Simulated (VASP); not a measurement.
The system is SiSn5.

```
Si Sn
1.0
     6.24490    0.00000    0.00000
    -3.12245    5.40824    0.00000
     0.00000    0.00000    4.86461
Si Sn
1 5
Direct
  0.00000 0.00000 0.00000
  0.33333 0.66667 0.00000
  0.66667 0.33333 0.00000
  0.50000 0.00000 0.50000
  0.50000 0.50000 0.50000
  0.00000 0.50000 0.50000
```

The cell was built from a structure type or drawn by symmetry, and may not be a known phase.

| Item | Value |
| --- | --- |
| Program | VASP 6.6.1 |
| Task | relaxation of cell and atoms |
| Functional | PBE |
| Potentials or basis | VASP PAW PBE potentials, release 64 (Si, Sn_d) |
| Cutoff | 600 eV |
| k mesh | 3 × 3 × 4 |
| Occupations | gaussian, width 0.1 eV |
| Spin | no spin polarisation |

At the start: pressure 5.5 GPa; volume 27.38 Å³/atom.

Q: Where does the relaxation end?

A: Over 6 steps the energy falls by 124.0 meV/atom and the volume is 29.44 Å³/atom (+7.5 %); space group P6/mmm (No. 191, to 0.1 Å) before and after.

Step by step:
```csv
step,energy change (eV),largest force (eV/Å),pressure (GPa),volume (Å³)
1,0.0000,0.0000,5.45,164.30
2,-0.5887,0.0000,-1.93,187.08
3,-0.5901,0.0000,-1.68,185.98
4,-0.7301,0.0000,-0.96,181.18
5,-0.7368,0.0000,-0.69,179.97
6,-0.7439,0.0000,0.11,176.64
```

Final structure:
```yaml
crystal:
  lattice:
    - [6.11756, 0.00000, 0.00000]
    - [-3.05878, 5.29796, 0.00000]
    - [0.00000, 0.00000, 5.45013]
  atoms:
    - { symbol: Si, position: [0.00000, 0.00000, 0.00000] }
    - { symbol: Sn, position: [0.33333, 0.66667, 0.00000] }
    - { symbol: Sn, position: [0.66667, 0.33333, 0.00000] }
    - { symbol: Sn, position: [0.50000, 0.00000, 0.50000] }
    - { symbol: Sn, position: [0.50000, 0.50000, 0.50000] }
    - { symbol: Sn, position: [0.00000, 0.50000, 0.50000] }
```

Caveat: the k points lie up to 0.40 Å⁻¹ apart in the final cell, too coarse for converged energies and pressures of a metal.
